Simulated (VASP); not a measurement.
A run of VASP 6.6.1 is set up as follows.

File INCAR:

```
PREC = Accurate
ENCUT = 600
EDIFF = 1E-6
ISMEAR = 0
SIGMA = 0.2
LREAL = False
LASPH = True
NELM = 120
ALGO = Normal
ISIF = 2
LWAVE = False
LCHARG = False
GGA = PE
NBANDS = 50
GGA_COMPAT = False
```

Contents of KPOINTS:

```
Automatic mesh
0
Gamma
  6 4 4
```

Contents of POSCAR:

```
Pd3F7
1.0
    0.0000000000      0.0000000000      4.0568011000
   -5.8416582000      0.0000000000      0.0000000000
    2.9208291000     -6.8013081000      0.0000000000
Pd F
3 7
Direct
    0.0000000000      0.0000000000      0.0000000000
    0.0000000000      1.0000000000      0.5000000000
    0.0000000000      0.5000000000      0.5000000000
    0.5000000000      0.0000000000      0.0000000000
    0.0000000000      0.8537300000      0.2059620000
    0.0000000000      0.1462700000      0.7940380000
    0.0000000000      0.6477680000      0.7940380000
    0.0000000000      0.3522320000      0.2059620000
    0.5000000000      1.0000000000      0.5000000000
    0.5000000000      0.5000000000      0.5000000000
```

Potentials or basis: VASP PAW PBE potentials, release 64 (Pd, F).

Command:

```sh
$ cat potpaw_PBE.64/Pd/POTCAR potpaw_PBE.64/F/POTCAR > POTCAR
$ mpirun -np 1 vasp_std > vasp.out
```

(1) Estimate the band gap on the k mesh.

(2) What does it give for the pressure?

## Answers

(1) zero (an odd number of electrons rules out a gap without spin polarisation).

(2) -0.1 GPa.

Caveat: an odd number of electrons without spin polarisation forces a metal; a magnetic or distorted state may lie lower.
